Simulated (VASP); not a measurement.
# HfB (Fm-3m) in VASP: single point with PBE

Aim: the single point of HfB with PBE.

Everything below comes from runs of VASP 6.6.1. Logs are shortened: lines on timing, memory, paths and dates and some standing lists are left out, and cuts for length are marked.

## 1. The cell of the first run

The structure is cubic, space group Fm-3m (No. 225). Conventional cell: a = 4.834 Å, b = 4.834 Å, c = 4.834 Å, α = 90.00°, β = 90.00°, γ = 90.00°. Hf (site symmetry m-3m) has 6 B at 2.42 Å within 3.2 Å. B (site symmetry m-3m) has 6 Hf at 2.42 Å within 3.2 Å.

## 2. Single point, PBE

INCAR reads:

```
PREC = Accurate ; ENCUT = 520
EDIFF = 1E-6 ; ISMEAR = 0
SIGMA = 0.1 ; LREAL = F
LASPH = T ; NELM = 60
ALGO = Normal ; ISIF = 2
LWAVE = F ; LCHARG = F
GGA = PE ; NBANDS = 14
ISYM = 0
```

KPOINTS reads:

```
regular mesh
0
Gamma
  10 7 20
```

POSCAR reads:

```
HfB
1.0
    3.4180103583      0.0000000000      0.0000000000
    0.0000000000      4.8337966051      0.0000000000
    1.7090051792      2.4168983025      1.7090051792
Hf B
1 1
Direct
    0.0000000000      0.5000000000      0.0000000000
    0.0000000000      0.0000000000      0.0000000000
```

Potentials or basis: VASP PAW PBE potentials, release 64 (Hf_pv, B).

The run is started by

```console
> cat potpaw_PBE.64/Hf_pv/POTCAR potpaw_PBE.64/B/POTCAR > POTCAR
> mpirun -np 1 vasp_std > vasp.out
```

OUTCAR:

```text
PREC = Accurate
   ENCUT = 520
   EDIFF = 1E-6
   ISMEAR = 0
   LREAL = F
   LASPH = T
   NELM = 60
   ISIF = 2
   GGA = PE
   ISYM = 0

 ion  position               nearest neighbor table
   1  0.000  0.500  0.000-   2 2.42   2 2.42   2 2.42   2 2.42   2 2.42   2 2.42
   2  0.000  0.000  0.000-   1 2.42   1 2.42   1 2.42   1 2.42   1 2.42   1 2.42

IMPORTANT INFORMATION: All symmetrisations will be switched off!
NOSYMM: (Re-)initialisation of all symmetry stuff for point group C_1.

----------------------------------------------------------------------------------------

                                     Primitive cell

  volume of cell :      28.2361

  direct lattice vectors                    reciprocal lattice vectors
     3.418010358  0.000000000  0.000000000     0.292567867  0.000000000 -0.292567867
     0.000000000  4.833796605  0.000000000     0.000000000  0.206876723 -0.292567867
     1.709005179  2.416898302  1.709005179     0.000000000  0.000000000  0.585135734

  length of vectors
     3.418010358  4.833796605  3.418010358     0.413753445  0.358320995  0.585135734

  position of ions in fractional coordinates (direct lattice)
     0.000000000  0.500000000  0.000000000
     0.000000000  0.000000000  0.000000000

  ion indices of the primitive-cell ions
   primitive index   ion index
                 1           1
                 2           2

----------------------------------------------------------------------------------------

 KPOINTS: regular mesh

Automatic generation of k-mesh.
 Grid dimensions read from file:
 generate k-points for:   10    7   20

 Generating k-lattice:

  Cartesian coordinates                     Fractional coordinates (reciprocal lattice)
     0.029256787  0.000000000 -0.029256787     0.100000000  0.000000000  0.000000000
     0.000000000  0.029553818 -0.041795410     0.000000000  0.142857143 -0.000000000
     0.000000000  0.000000000  0.029256787     0.000000000  0.000000000  0.050000000

  Length of vectors
     0.041375345  0.051188714  0.029256787

  Shift w.r.t. Gamma in fractional coordinates (k-lattice)
     0.000000000  0.000000000  0.000000000

 -----------------------------------------------------------------------------
|                                                                             |
|           W    W    AA    RRRRR   N    N  II  N    N   GGGG   !!!           |
|           W    W   A  A   R    R  NN   N  II  NN   N  G    G  !!!           |
|           W    W  A    A  R    R  N N  N  II  N N  N  G       !!!           |
|           W WW W  AAAAAA  RRRRR   N  N N  II  N  N N  G  GGG   !            |
|           WW  WW  A    A  R   R   N   NN  II  N   NN  G    G                |
|           W    W  A    A  R    R  N    N  II  N    N   GGGG   !!!           |
|                                                                             |
|     Your reciprocal lattice and k-lattice belong to different lattice       |
|     classes:                                                                |
|                                                                             |
|        The reciprocal lattice is body-centered cubic,                       |
|        whereas your k-lattice is simple monoclinic.                         |
|                                                                             |
|     Results are often still useful ...                                      |
|                                                                             |
 -----------------------------------------------------------------------------

 WARNING: IBZKPT: internal override: KBLOWUP is changed to .FALSE.
      ... skipping the blow-up phase ...

 Subroutine IBZKPT returns following result:
 ===========================================

 Found    702 irreducible k-points:

 Following reciprocal coordinates:
            Coordinates               Weight
  0.000000  0.000000  0.000000      1.000000
  0.100000  0.000000  0.000000      2.000000
  0.200000  0.000000  0.000000      2.000000
  0.300000  0.000000  0.000000      2.000000
  0.400000  0.000000  0.000000      2.000000
  0.500000  0.000000  0.000000      1.000000
[... 16 lines left out ...]
 -0.400000  0.285714 -0.000000      2.000000
 -0.300000  0.285714  0.000000      2.000000
 [... further k-points ...]
   k-points           NKPTS =    702   k-points in BZ     NKDIM =    702   number of bands    NBANDS=     14
   number of dos      NEDOS =    301   number of ions     NIONS =      2
   total plane-waves  NPLWV =  28224
   dimension x,y,z NGX =    28 NGY =   36 NGZ =   28
   dimension x,y,z NGXF=    56 NGYF=   72 NGZF=   56
   ions per type =               1   1
   NGX,Y,Z   is equivalent  to a cutoff of  13.62, 12.38, 13.62 a.u.
   NGXF,Y,Z  is equivalent  to a cutoff of  27.24, 24.76, 27.24 a.u.
 SYSTEM =  unknown system
   PREC   = accura    normal or accurate (medium, high low for compatibility)
   ISTART =      0    job   : 0-new  1-cont  2-samecut
   ICHARG =      2    charge: 1-file 2-atom 10-const
   ISPIN  =      1    spin polarized calculation?
   LNONCOLLINEAR =      F non collinear calculations
   LSORBIT =      F    spin-orbit coupling
   LASPH  =      T    aspherical Exc in radial PAW
   ENCUT  =  520.0 eV  38.22 Ry    6.18 a.u.   6.36  8.99  6.36*2*pi/ulx,y,z
   NELM   =     60;   NELMIN=  2; NELMDL= -5     # of ELM steps
   EDIFF  = 0.1E-05   stopping-criterion for ELM
   LREAL  =      F    real-space projection
   EDIFFG = 0.1E-04   stopping-criterion for IOM
   NSW    =      0    number of steps for IOM
   IBRION =     -1    ionic relax: 0-MD 1-quasi-New 2-CG
   NFREE  =      0    steps in history (QN), initial steepest desc. (CG)
   ISIF   =      2    stress and relaxation
   ISYM   =      0    0-nonsym 1-usesym 2-fastsym
   POTIM  = 0.5000    time-step for ionic-motion
   TEBEG  =    0.0;   TEEND  =   0.0 temperature during run
   PSTRESS=    0.0 pullay stress
   NELECT =      13.0000    total number of electrons
   NUPDOWN=      -1.0000    fix difference up-down
   EMIN   =  10.00;   EMAX   =-10.00  energy-range for DOS
   EFERMI =   0.00;   METHOD = LEGACY
   ISMEAR =     0;   SIGMA  =   0.10  broadening in eV -4-tet -1-fermi 0-gaus
   EFERMI_NEDOS =   21; number of points for ismear=-14 and -15
   IALGO  =     38    algorithm
   IMIX   =      4    mixing-type and parameters
     AMIX     =   0.40;   BMIX     =  1.00
     AMIX_MAG =   1.60;   BMIX_MAG =  1.00
  volume/ion in A,a.u.               =      14.12        95.27
  Fermi-wavevector in a.u.,A,eV,Ry     =   1.264118  2.388836 21.742028  1.597994
  Thomas-Fermi vector in A             =   2.397440
   LORBIT       =      0    0 simple, 1 ext, 2 COOP (PROOUT), +10 PAW based schemes
   GGA     = PE    functional components
   LHFCALC =     F    Hartree Fock is set to
   AEXX    =    0.0000 exact exchange contribution
   IVDW    =     0    specifies the selected vdW correction
   LEPSILON=     F    determine dielectric tensor
   LRPA    =     F    only Hartree local field effects (RPA)
 non-spin polarized calculation
 Gauss-broadening in eV      SIGMA  =   0.10
  energy-cutoff  :      520.00
  volume of cell :       28.24
 maximum number of plane-waves:       772
 NGX is ok and might be reduce to    28
   NGX = 13   NGY = 17   NGZ = 13

 number of electron      13.0000001 magnetization

 Free energy of the ion-electron system (eV)
  ---------------------------------------------------
  ext. energy  EPLUGINS =         0.00000000
  ---------------------------------------------------
  free energy    TOTEN  =       -17.45614060 eV

  energy without entropy =      -17.44797188  energy(sigma->0) =      -17.45205624

 E-fermi :   4.2938     XC(G=0): -11.6680

 val. band max:        4.2843648317   @ k =   0.5000  -0.2857   0.2500
 cond. band min:       4.2940845907   @ k =  -0.1000   0.0000   0.1000
 fundamental gap:      0.0097197589
 Fermi energy:         4.2938167838

 k-point     1 :       0.0000    0.0000    0.0000
  band No.  band energies     occupation
      1     -24.7330      2.00000
      2     -24.7306      2.00000
      3     -24.7298      2.00000
      4      -4.8324      2.00000
      5       6.3357      0.00000
      6       6.3369      0.00000
      7       6.3377      0.00000
      8       7.8639      0.00000
      9       7.8649      0.00000
     10       7.8662      0.00000
     11       8.0009      0.00000
     12       8.0024      0.00000
     13      15.2976      0.00000
     14      15.4408      0.00000

 k-point     2 :       0.1000    0.0000    0.0000
  band No.  band energies     occupation
      1     -24.7725      2.00000
      2     -24.7469      2.00000
      3     -24.7450      2.00000
      4      -4.5114      2.00000
      5       5.3702      0.00000
      6       5.9369      0.00000
      7       5.9598      0.00000
      8       5.9613      0.00000
      9       8.1367      0.00000
     10       8.6663      0.00000
     11       8.6678      0.00000
     12      10.5665      0.00000
     13      15.8236      0.00000
     14      16.2482      0.00000

 k-point     3 :       0.2000    0.0000    0.0000
  band No.  band energies     occupation
      1     -24.8763      2.00000
      2     -24.7866      2.00000
      3     -24.7846      2.00000
      4      -3.6490      2.00000
      5       3.3541      2.00000
      6       5.0840      0.00000
      7       5.6511      0.00000
      8       5.6525      0.00000
      9       8.5100      0.00000
     10      10.0684      0.00000
     11      10.0698      0.00000
     12      12.6140      0.00000
     13      17.3720      0.00000
     14      18.2590      0.00000
[... 324 lines left out ...]
 k-point    23 :      -0.4000    0.2857   -0.0000
  band No.  band energies     occupation
      1     -25.0848      2.00000
      2     -24.7969      2.00000
      3     -24.7937      2.00000
      4      -1.9563      2.00000
      5       1.5918      2.00000
      6       3.3498      2.00000
      7       3.8418      2.00000
      8       7.9687      0.00000
      9       9.7052      0.00000
     10      10.2679      0.00000
     11      13.7243      0.00000
     12      14.2463      0.00000
     13      16.2441      0.00000
     14      18.4723      0.00000

 k-point    24 :      -0.3000    0.2857    0.0000
  band No.  band energies     occupation
      1     -25.0158      2.00000
      2     -24.7657      2.00000
      3     -24.7617      2.00000
      4      -2.9092      2.00000
      5       2.6269      2.00000
      6       3.9079      2.00000
      7       3.9733      1.99999
      8       8.2472      0.00000
      9       8.4346      0.00000
     10       9.0983      0.00000
     11      13.6928      0.00000
     12      14.0228      0.00000
     13      15.5338      0.00000
     14      18.5857      0.00000

 [... further k-points ...]

------------------------ aborting loop because EDIFF is reached ----------------------------------------

  FORCE on cell =-STRESS in cart. coord.  units (eV):
  Direction    XX          YY          ZZ          XY          YZ          ZX
  --------------------------------------------------------------------------------------
  -------------------------------------------------------------------------------------
  Total        0.0110244      0.1161482     -0.0080931      0.0000001      0.0053700      0.0000003
  in kB        0.6255477      6.5904923     -0.4592208      0.0000043      0.3047065      0.0000165
  external PRESSURE =       2.2522731 kB  Pullay stress =       0.0000000 kB

 VOLUME and BASIS-vectors are now :
 -----------------------------------------------------------------------------
  energy-cutoff  :      520.00
  volume of cell :       28.24
      direct lattice vectors                 reciprocal lattice vectors
     3.418010358  0.000000000  0.000000000     0.292567867  0.000000000 -0.292567867
     0.000000000  4.833796605  0.000000000     0.000000000  0.206876723 -0.292567867
     1.709005179  2.416898302  1.709005179     0.000000000  0.000000000  0.585135734

 POSITION                                       TOTAL-FORCE (eV/Angst)
 -----------------------------------------------------------------------------------
      0.00000      2.41690      0.00000        -0.000000     -0.000000     -0.000000
      0.00000      0.00000      0.00000         0.000000      0.000000      0.000000
 -----------------------------------------------------------------------------------
    total drift:                               -0.000000      0.000000     -0.000000

  FREE ENERGIE OF THE ION-ELECTRON SYSTEM (eV)
  ---------------------------------------------------
  free  energy   TOTEN  =       -17.4561405975 eV

  energy  without entropy=      -17.4479718790  energy(sigma->0) =      -17.45205624
```

Run time: 5.6 min. Hardware: 1 thread of Intel Xeon Platinum 8259CL at 2.50GHz (Skylake/Cascade Lake), shared host; peak memory 0.41 GiB.

What came out:

| Quantity | Value |
| --- | --- |
| Free energy | -17.4561 eV |
| Pressure | 0.2 GPa |

Levels at points of the mesh, in eV from the Fermi level:
| k point | band 4 | band 5 | band 6 | band 7 | band 8 | band 9 | band 10 | band 11 |
| --- | --- | --- | --- | --- | --- | --- | --- | --- |
| (0.00, 0.00, 0.00) | -9.13 | 2.04 | 2.04 | 2.04 | 3.57 | 3.57 | 3.57 | 3.71 |
| (0.50, 0.00, 0.00) | -6.37 | -1.25 | -0.78 | 1.94 | 1.94 | 5.39 | 6.77 | 6.77 |
| (0.00, 0.00, 0.50) | -6.37 | -1.25 | -0.78 | 1.94 | 1.94 | 5.38 | 6.77 | 6.77 |
| (0.50, 0.00, 0.50) | -6.37 | -1.25 | -0.78 | 1.94 | 1.94 | 5.39 | 6.77 | 6.77 |

Caveat: spin-orbit coupling is left out, which moves the levels of the heavy elements.
